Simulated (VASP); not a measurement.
# C (Fm-3m) in VASP: a series of runs, part 2 of 2

VASP 6.6.1.

## 5. Single point, RPBE

This run uses another cell than the first one, of 7.48 Å³/atom, 1.136 times its volume.

Contents of INCAR:

```
SYSTEM = C
  ALGO = Normal
  EDIFF = 1E-6
  ENCUT = 520
  GGA = RP
  ISIF = 2
  ISMEAR = -1
  LASPH = .TRUE.
  LCHARG = .TRUE.
  LELF = .TRUE.
  LREAL = .FALSE.
  LVHAR = .TRUE.
  LWAVE = .FALSE.
  NBANDS = 8
  NELM = 100
  PREC = Accurate
  SIGMA = 0.1
```

Contents of KPOINTS:

```
k-points
0
G
  19 19 19
  0 0 0
```

Contents of POSCAR:

```
C
1.0
    0.0000000000      1.5524278752      1.5524278752
    1.5524278752      0.0000000000      1.5524278752
    1.5524278752      1.5524278752      0.0000000000
C
1
Direct
    0.0000000000      0.0000000000      0.0000000000
```

Potentials or basis: VASP PAW PBE potentials, release 64 (C).

The run is started by

```console
cat potpaw_PBE.64/C/POTCAR > POTCAR
mpirun -np 1 vasp_std > vasp.out
```

OUTCAR:

```text
SYSTEM = C
   EDIFF = 1E-6
   ENCUT = 520
   GGA = RP
   ISIF = 2
   ISMEAR = -1
   LASPH = .TRUE.
   LREAL = .FALSE.
   NELM = 100
   PREC = Accurate

 ion  position               nearest neighbor table
   1  0.000  0.000  0.000-

  LATTYP: Found a face centered cubic cell.
 ALAT       =     3.1048557504

  Lattice vectors:

 A1 = (   0.0000000000,   1.5524278752,   1.5524278752)
 A2 = (   1.5524278752,   0.0000000000,   1.5524278752)
 A3 = (   1.5524278752,   1.5524278752,   0.0000000000)

Analysis of symmetry for initial positions (statically):
=====================================================================
 Subroutine PRICEL returns:
 Original cell was already a primitive cell.

 Routine SETGRP: Setting up the symmetry group for a
 face centered cubic supercell.

 Subroutine GETGRP returns: Found 48 space group operations
 (whereof 48 operations were pure point group operations)
 out of a pool of 48 trial point group operations.

The static configuration has the point symmetry O_h .

Analysis of symmetry for dynamics (positions and initial velocities):
=====================================================================
 Subroutine PRICEL returns:
 Original cell was already a primitive cell.

 Routine SETGRP: Setting up the symmetry group for a
 face centered cubic supercell.

 Subroutine GETGRP returns: Found 48 space group operations
 (whereof 48 operations were pure point group operations)
 out of a pool of 48 trial point group operations.

The dynamic configuration has the point symmetry O_h .

 Subroutine INISYM returns: Found 48 space group operations
 (whereof 48 operations are pure point group operations),
 and found     1 'primitive' translations

----------------------------------------------------------------------------------------

                                     Primitive cell

  volume of cell :       7.4828

  direct lattice vectors                    reciprocal lattice vectors
     0.000000000  1.552427875  1.552427875    -0.322076154  0.322076154  0.322076154
     1.552427875  0.000000000  1.552427875     0.322076154 -0.322076154  0.322076154
     1.552427875  1.552427875  0.000000000     0.322076154  0.322076154 -0.322076154

  length of vectors
     2.195464556  2.195464556  2.195464556     0.557852263  0.557852263  0.557852263

  position of ions in fractional coordinates (direct lattice)
     0.000000000  0.000000000  0.000000000

  ion indices of the primitive-cell ions
   primitive index   ion index
                 1           1

----------------------------------------------------------------------------------------

 KPOINTS: k-points

Automatic generation of k-mesh.
 Grid dimensions read from file:
 generate k-points for:   19   19   19

 Generating k-lattice:

  Cartesian coordinates                     Fractional coordinates (reciprocal lattice)
    -0.016951377  0.016951377  0.016951377     0.052631579  0.000000000  0.000000000
     0.016951377 -0.016951377  0.016951377     0.000000000  0.052631579  0.000000000
     0.016951377  0.016951377 -0.016951377     0.000000000  0.000000000  0.052631579

  Length of vectors
     0.029360645  0.029360645  0.029360645

  Shift w.r.t. Gamma in fractional coordinates (k-lattice)
     0.000000000  0.000000000  0.000000000

 Subroutine IBZKPT returns following result:
 ===========================================

 Found    220 irreducible k-points:

 Following reciprocal coordinates:
            Coordinates               Weight
  0.000000  0.000000  0.000000      1.000000
  0.052632  0.000000  0.000000      8.000000
  0.105263  0.000000  0.000000      8.000000
  0.157895  0.000000  0.000000      8.000000
  0.210526  0.000000  0.000000      8.000000
  0.263158  0.000000  0.000000      8.000000
[... 16 lines left out ...]
 -0.315789  0.052632  0.000000     24.000000
 -0.263158  0.052632  0.000000     24.000000
 [... further k-points ...]
   k-points           NKPTS =    220   k-points in BZ     NKDIM =    220   number of bands    NBANDS=      8
   number of dos      NEDOS =    301   number of ions     NIONS =      1
   total plane-waves  NPLWV =   4096
   dimension x,y,z NGX =    16 NGY =   16 NGZ =   16
   dimension x,y,z NGXF=    32 NGYF=   32 NGZF=   32
   ions per type =               1
   NGX,Y,Z   is equivalent  to a cutoff of  12.12, 12.12, 12.12 a.u.
   NGXF,Y,Z  is equivalent  to a cutoff of  24.23, 24.23, 24.23 a.u.
 SYSTEM =  C
   PREC   = accura    normal or accurate (medium, high low for compatibility)
   ISTART =      0    job   : 0-new  1-cont  2-samecut
   ICHARG =      2    charge: 1-file 2-atom 10-const
   ISPIN  =      1    spin polarized calculation?
   LNONCOLLINEAR =      F non collinear calculations
   LSORBIT =      F    spin-orbit coupling
   LASPH  =      T    aspherical Exc in radial PAW
   ENCUT  =  520.0 eV  38.22 Ry    6.18 a.u.   4.08  4.08  4.08*2*pi/ulx,y,z
   NELM   =    100;   NELMIN=  2; NELMDL= -5     # of ELM steps
   EDIFF  = 0.1E-05   stopping-criterion for ELM
   LREAL  =      F    real-space projection
   EDIFFG = 0.1E-04   stopping-criterion for IOM
   NSW    =      0    number of steps for IOM
   IBRION =     -1    ionic relax: 0-MD 1-quasi-New 2-CG
   NFREE  =      0    steps in history (QN), initial steepest desc. (CG)
   ISIF   =      2    stress and relaxation
   ISYM   =      2    0-nonsym 1-usesym 2-fastsym
   POTIM  = 0.5000    time-step for ionic-motion
   TEBEG  =    0.0;   TEEND  =   0.0 temperature during run
   PSTRESS=    0.0 pullay stress
   NELECT =       4.0000    total number of electrons
   NUPDOWN=      -1.0000    fix difference up-down
   EMIN   =  10.00;   EMAX   =-10.00  energy-range for DOS
   EFERMI =   0.00;   METHOD = LEGACY
   ISMEAR =    -1;   SIGMA  =   0.10  broadening in eV -4-tet -1-fermi 0-gaus
   EFERMI_NEDOS =   21; number of points for ismear=-14 and -15
   IALGO  =     38    algorithm
   IMIX   =      4    mixing-type and parameters
     AMIX     =   0.40;   BMIX     =  1.00
     AMIX_MAG =   1.60;   BMIX_MAG =  1.00
  volume/ion in A,a.u.               =       7.48        50.50
  Fermi-wavevector in a.u.,A,eV,Ry     =   1.328638  2.510762 24.018085  1.765279
  Thomas-Fermi vector in A             =   2.457861
   LORBIT       =      0    0 simple, 1 ext, 2 COOP (PROOUT), +10 PAW based schemes
   GGA     = RP    functional components
   LHFCALC =     F    Hartree Fock is set to
   AEXX    =    0.0000 exact exchange contribution
   IVDW    =     0    specifies the selected vdW correction
   LEPSILON=     F    determine dielectric tensor
   LRPA    =     F    only Hartree local field effects (RPA)
 non-spin polarized calculation
  energy-cutoff  :      520.00
  volume of cell :        7.48
 maximum number of plane-waves:       210
   NGX =  9   NGY =  9   NGZ =  9

 number of electron       4.0000000 magnetization

 Free energy of the ion-electron system (eV)
  ---------------------------------------------------
  ext. energy  EPLUGINS =         0.00000000
  ---------------------------------------------------
  free energy    TOTEN  =        -4.27917425 eV

  energy without entropy =       -4.26879477  energy(sigma->0) =       -4.27398451

 E-fermi :   7.3978     XC(G=0): -12.5419

 val. band max:        7.3770248932   @ k =  -0.4211   0.2632   0.0000
 cond. band min:       7.3982529164   @ k =  -0.2105   0.2632   0.0526
 fundamental gap:      0.0212280232
 Fermi energy:         7.3978012981

 k-point     1 :       0.0000    0.0000    0.0000
  band No.  band energies     occupation
      1     -11.1211      2.00000
      2      15.2397      0.00000
      3      15.2397      0.00000
      4      15.2397      0.00000
      5      37.0110      0.00000
      6      37.0110      0.00000
      7      37.0110      0.00000
      8      37.6550      0.00000

 k-point     2 :       0.0526    0.0000    0.0000
  band No.  band energies     occupation
      1     -11.0123      2.00000
      2      14.9071      0.00000
      3      15.1830      0.00000
      4      15.1830      0.00000
      5      35.9149      0.00000
      6      37.1750      0.00000
      7      37.1750      0.00000
      8      37.6277      0.00000
[... 221 lines left out ...]
 k-point    23 :      -0.3158    0.0526    0.0000
  band No.  band energies     occupation
      1      -6.7087      2.00000
      2       5.3706      2.00000
      3      13.2929      0.00000
      4      14.1207      0.00000
      5      31.6423      0.00000
      6      34.1193      0.00000
      7      35.8635      0.00000
      8      38.0186      0.00000

 k-point    24 :      -0.2632    0.0526    0.0000
  band No.  band energies     occupation
      1      -7.9528      2.00000
      2       7.6409      0.16171
      3      13.4891      0.00000
      4      14.4143      0.00000
      5      31.7191      0.00000
      6      35.0239      0.00000
      7      36.7240      0.00000
      8      38.1996      0.00000

 [... further k-points ...]
[... 5 lines left out ...]
  --------------------------------------------------------------------------------------
  -------------------------------------------------------------------------------------
  Total       -0.0111241     -0.0111241     -0.0111241     -0.0000000      0.0000000     -0.0000000
  in kB       -2.3818409     -2.3818409     -2.3818409     -0.0000000      0.0000000     -0.0000000
  external PRESSURE =      -2.3818409 kB  Pullay stress =       0.0000000 kB

 VOLUME and BASIS-vectors are now :
 -----------------------------------------------------------------------------
  energy-cutoff  :      520.00
  volume of cell :        7.48
      direct lattice vectors                 reciprocal lattice vectors
     0.000000000  1.552427875  1.552427875    -0.322076154  0.322076154  0.322076154
     1.552427875  0.000000000  1.552427875     0.322076154 -0.322076154  0.322076154
     1.552427875  1.552427875  0.000000000     0.322076154  0.322076154 -0.322076154

 POSITION                                       TOTAL-FORCE (eV/Angst)
 -----------------------------------------------------------------------------------
      0.00000      0.00000      0.00000         0.000000      0.000000      0.000000
 -----------------------------------------------------------------------------------
    total drift:                               -0.000000     -0.000000     -0.000000

  FREE ENERGIE OF THE ION-ELECTRON SYSTEM (eV)
  ---------------------------------------------------
  free  energy   TOTEN  =        -4.2791742482 eV

  energy  without entropy=       -4.2687947707  energy(sigma->0) =       -4.27398451
```

stdout:

```text
POSCAR found type information on POSCAR C
 POSCAR found :  1 types and       1 ions
 scaLAPACK will be used
 -----------------------------------------------------------------------------
|                                                                             |
|                                                                             |
|     You enforced a specific xc type in the INCAR file but a different       |
|     I HOPE YOU KNOW WHAT YOU ARE DOING!                                     |
|                                                                             |
 -----------------------------------------------------------------------------

 LDA part: xc-table for (Slater+PW92), standard interpolation
 POSCAR, INCAR and KPOINTS ok, starting setup
 FFT: planning ... GRIDC
 FFT: planning ... GRID_SOFT
 FFT: planning ... GRID
 WAVECAR not read
 entering main loop
```

Wall time 3 s (1 thread of Intel Xeon 6975P-C (Granite Rapids), shared host); peak memory 0.11 GiB.

Results:

```
Free energy            : -4.2792 eV
Pressure               : -0.2 GPa
Band gap on the k mesh : zero (band 2 reaches 15.24 eV, above the bottom of band 3 at 4.30 eV)
```

Caveat: the PAW data sets were made with another functional, which shifts forces and pressure a little.

## 6. Single point, RPBE (volume scaled by 1.04)

Contents of INCAR:

```
PREC     = Accurate       # precision mode
ENCUT    = 520            # plane-wave cutoff, eV
EDIFF    = 1E-6           # SCF threshold, eV
ISMEAR   = -1             # smearing method
SIGMA    = 0.1            # smearing width, eV
LREAL    = F              # projectors in reciprocal space
LASPH    = T              # aspherical terms in the spheres
NELM     = 100            # most SCF steps
ALGO     = Normal         # electronic algorithm
ISIF     = 2              # what is computed and relaxed
LWAVE    = F              # write WAVECAR
LCHARG   = T              # write CHGCAR
GGA      = RP             # functional
LELF     = T              # ELF
LVHAR    = T            
NBANDS   = 8              # bands
```

Contents of KPOINTS:

```
Automatic mesh
0
Gamma
  19 19 19
```

Contents of POSCAR:

```
C
1.0
    0.0000000000      1.5728569005      1.5728569005
    1.5728569005      0.0000000000      1.5728569005
    1.5728569005      1.5728569005      0.0000000000
C
1
Direct
    0.0000000000      0.0000000000      0.0000000000
```

Potentials or basis: VASP PAW PBE potentials, release 64 (C).

The run is started by

```console
cat potpaw_PBE.64/C/POTCAR > POTCAR
mpirun -np 1 vasp_std > vasp.out
```

It took 5.4 s on 1 thread of Intel Xeon 6975P-C (Granite Rapids), shared host; peak memory 0.11 GiB.

Results (log left out):

```
Free energy            : -4.2740 eV
Pressure               : -5.4 GPa
Band gap on the k mesh : zero (band 2 reaches 14.43 eV, above the bottom of band 3 at 3.94 eV)
```

Levels at points of the mesh, in eV from the Fermi level:
| k point | band 1 | band 2 | band 3 | band 4 | band 5 | band 6 |
| --- | --- | --- | --- | --- | --- | --- |
| (0.00, 0.00, 0.00) | -18.01 | 7.55 | 7.55 | 7.55 | 29.12 | 29.12 |

Caveat: the cell differs from its parent crystal (volume scaled by 1.04); the PAW data sets were made with another functional, which shifts forces and pressure a little.

## 7. The runs side by side

```csv
cell,gap on the mesh (eV),pressure (GPa)
"a = 2.104 Å, angles 60.0°, 1 atom",none,23.1
"a = 2.135 Å, angles 60.0°, 1 atom",none,13.8
"a = 2.166 Å, angles 60.0°, 1 atom",none,6.1
"a = 2.195 Å, angles 60.0°, 1 atom",none,-0.2
"a = 2.224 Å, angles 60.0°, 1 atom",none,-5.4
```

Alike in all rows: task single point; level RPBE; potentials or basis VASP PAW PBE potentials, release 64 (C); no spin polarisation; k mesh 19 × 19 × 19; cutoff (eV) 520; smearing fermi-dirac 0.1 eV.

Caveats: the PAW data sets were made with another functional, which shifts forces and pressure a little.

Total energies depend on the potentials used, so only differences within one code and one set of settings carry meaning.
